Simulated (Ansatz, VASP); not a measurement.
Given: the input of a run of Ansatz 0.2.0 on CuAu.

input.yaml

```yaml
crystal:
  lattice:
    - [1.4620466157, 0.8441130071, 4.3121794307]
    - [-1.4620466157, 0.8441130071, 4.3121794307]
    - [0.0, -1.6882260143, 4.3121794307]
  atoms:
    - { symbol: Au, position: [0.0, 0.0, 0.0] }
    - { symbol: Cu, position: [0.5, 0.5, 0.5] }
kpoints:
  mp_grid: { grid: [11, 11, 11] }
scf:
  occupations: { method: fermi_dirac, width: 0.05 }
hamiltonian:
  xc: pbesol
  pseudopotentials: { kind: all_electron, lapw: { basis_error: 0.001 } }
output:
  forces: true
  stress: true
  eigenvalues: true
```

Potentials or basis: all-electron LAPW, scalar-relativistic.

The run is started by

```bash
$ ansatz run input.yaml --threads 1 --pin off --max-ram 3072MiB --backend cpu --events-out ev --progress --plain --runs-dir out
```

Problem. Set up the same calculation for VASP 6.6.1. Potentials there: VASP PAW PBE potentials, release 64 (Au, Cu).

Solution. As run (the cutoff follows the program's own potentials):

The input INCAR:

```
PREC = Accurate
ENCUT = 520
EDIFF = 1E-6
ISMEAR = -1
SIGMA = 0.05
LREAL = False
LASPH = True
NELM = 80
ALGO = Fast
ISIF = 2
LWAVE = False
LCHARG = True
GGA = PS
LELF = True
LVHAR = True
NBANDS = 18
```

The input KPOINTS:

```
Automatic mesh
0
Gamma
  11 11 11
```

File POSCAR:

```
CuAu
1.0
    1.4620466157      0.8441130071      4.3121794307
   -1.4620466157      0.8441130071      4.3121794307
    0.0000000000     -1.6882260143      4.3121794307
Au Cu
1 1
Direct
    0.0000000000      0.0000000000      0.0000000000
    0.5000000000      0.5000000000      0.5000000000
```

Potentials or basis: VASP PAW PBE potentials, release 64 (Au, Cu).

The run is started by

```console
$ cat potpaw_PBE.64/Au/POTCAR potpaw_PBE.64/Cu/POTCAR > POTCAR
$ mpirun -np 1 vasp_std > vasp.out
```

Both were run:

|  | VASP | Ansatz | Ansatz less VASP |
| --- | --- | --- | --- |
| gap on the k mesh at the Fermi level (eV) | none | none | - |
| pressure (GPa) | -12.5 | -12.3 | +0.23 |
| traceless stress, the component that is largest in VASP (GPa) | 0.58 | 0.48 | -0.102 |

VASP's potentials were made for PBE, not for PBEsol. A gap of «none» marks a metal or a gap that the smearing closes. Ansatz ran all-electron here, and VASP with PAW potentials.

Spin-orbit coupling is off throughout.
